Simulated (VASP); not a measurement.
WS2, 3 atoms in the cell. The structure is trigonal, space group R3m (No. 160). The conventional cell has a = 3.063 Å, b = 3.063 Å, c = 17.935 Å, α = 90.00°, β = 90.00°, γ = 120.00°. W (site symmetry 3m) has 6 S at 2.32 to 2.34 Å and 6 W at 3.06 Å within 3.1 Å. S (site symmetry 3m) has 3 W at 2.32 Å and 7 S at 3.04 to 3.06 Å within 3.1 Å. Within 3.1 Å of S (site symmetry 3m) lie 3 W at 2.34 Å and 7 S at 3.04 to 3.06 Å.  This cell differs from its parent crystal: strain -0.030 along x and y, -0.030 along z.

* Program: VASP 6.6.1
* Task: single point
* Functional: PBEsol
* Potentials or basis: VASP PAW PBE potentials, release 64 (W_sv, S)
* Cutoff: 520 eV
* k mesh: 12 × 12 × 12
* Occupations: gaussian, width 0.05 eV
* Spin: no spin polarisation
* Dipole correction: no
* Further INCAR settings: ALGO = Normal; EDIFF = 1e-07; NBANDS = 20

Potentials or basis: VASP PAW PBE potentials, release 64 (W_sv, S).

Run with:

```bash
$ cat potpaw_PBE.64/W_sv/POTCAR potpaw_PBE.64/S/POTCAR > POTCAR
$ mpirun -np 1 vasp_std > vasp.out
```

Hardware: 1 thread of Intel(R) Xeon(R) Platinum 8488C (Sapphire Rapids), with other jobs on the host.

Problem. How long does it take, and how much memory?

Solution. It took 6.4 min on 1 thread of Intel(R) Xeon(R) Platinum 8488C (Sapphire Rapids), with other jobs on the host, peak memory 0.43 GiB. Counts: scf iterations 14, k points 189.
